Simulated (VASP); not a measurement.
Input of a VASP 6.6.1 run:

File INCAR:

```
SYSTEM = SiO2
  PREC = Accurate
  ENCUT = 520
  EDIFF = 1E-6
  ISMEAR = 0
  SIGMA = 0.01
  LREAL = .FALSE.
  LASPH = .TRUE.
  NELM = 100
  ALGO = Normal
  ISIF = 2
  LWAVE = .FALSE.
  LCHARG = .FALSE.
  NBANDS = 25
```

File KPOINTS:

```
regular mesh
0
G
  6 6 8
  0 0 0
```

File POSCAR:

```
SiO2
1.0
    4.1773000000      0.0000000000      0.0000000000
    0.0000000000      4.1773000000      0.0000000000
    0.0000000000      0.0000000000      2.6652000000
Si O
2 4
Direct
    0.0000000000      0.0000000000      0.0000000000
    0.5000000000      0.5000000000      0.5000000000
    0.3059000000      0.3059000000      0.0000000000
    0.1941000000      0.8059000000      0.5000000000
    0.6941000000      0.6941000000      0.0000000000
    0.8059000000      0.1941000000      0.5000000000
```

Potentials or basis: VASP PAW LDA potentials, release 64 (Si, O).

Run with:

```sh
$ cat potpaw_LDA.64/Si/POTCAR potpaw_LDA.64/O/POTCAR > POTCAR
$ mpirun -np 1 vasp_std > vasp.out
```

Problem. Predict the band gap on the k mesh.

Solution. 5.62 eV, direct.

Problem. Estimate the largest force.

Solution. 0.004 eV/Å.

Problem. What does it give for the pressure?

Solution. -2.6 GPa.

Stress tensor (GPa, compression positive):
```
-3.20  0.00  0.00
 0.00 -3.20  0.00
 0.00  0.00 -1.42
```

A k mesh can miss the band edges. A hybrid or GW would open this gap; LDA tends to underestimate it.
